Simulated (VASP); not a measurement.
Set up this calculation in VASP 6.6.1, as the native input.

```yaml
Task: single point
Functional: PBE
Potentials_or_basis: VASP PAW PBE potentials, release 64 (Hf_pv, C)
Cutoff: 520 eV
k_mesh: 18 × 18 × 18
Occupations: gaussian, width 0.15 eV
Spin: no spin polarisation
Dipole_correction: no
Further_INCAR_settings: ALGO = Normal; EDIFF = 1e-06; NBANDS = 14
```

The structure of HfC lies in POSCAR:

```
HfC
1.0
    0.0000000000      2.3598750000      2.3598750000
    2.3598750000      0.0000000000      2.3598750000
    2.3598750000      2.3598750000      0.0000000000
Hf C
1 1
Direct
    0.5000000000      0.5000000000      0.5000000000
    0.0000000000      0.0000000000      0.0000000000
```

This cell differs from its parent crystal: strain +0.015 along x and y, +0.015 along z.

These files were run (other wordings do the same):

INCAR

```
PREC = Accurate
ENCUT = 520
EDIFF = 1E-6
ISMEAR = 0
SIGMA = 0.15
LREAL = False
LASPH = True
NELM = 100
ALGO = Normal
ISIF = 2
LWAVE = False
LCHARG = True
GGA = PE
LELF = True
LVHAR = True
NBANDS = 14
```

KPOINTS

```
Automatic mesh
0
Gamma
  18 18 18
```

Potentials or basis: VASP PAW PBE potentials, release 64 (Hf_pv, C).

Command:

```bash
$ cat potpaw_PBE.64/Hf_pv/POTCAR potpaw_PBE.64/C/POTCAR > POTCAR
$ mpirun -np 1 vasp_std > vasp.out
```

It gave:

* Pressure: -10.2 GPa
* Band gap on the k mesh: zero (band 7 reaches 6.59 eV, above the bottom of band 8 at 5.19 eV)

Caveat: the cell differs from its parent crystal (strain +0.015 along x and y, +0.015 along z); spin-orbit coupling is left out, which moves the levels of the heavy elements.

It took 34 s on 1 thread of Intel(R) Xeon(R) 6975P-C (Granite Rapids) (shared host), peak memory 0.21 GiB.
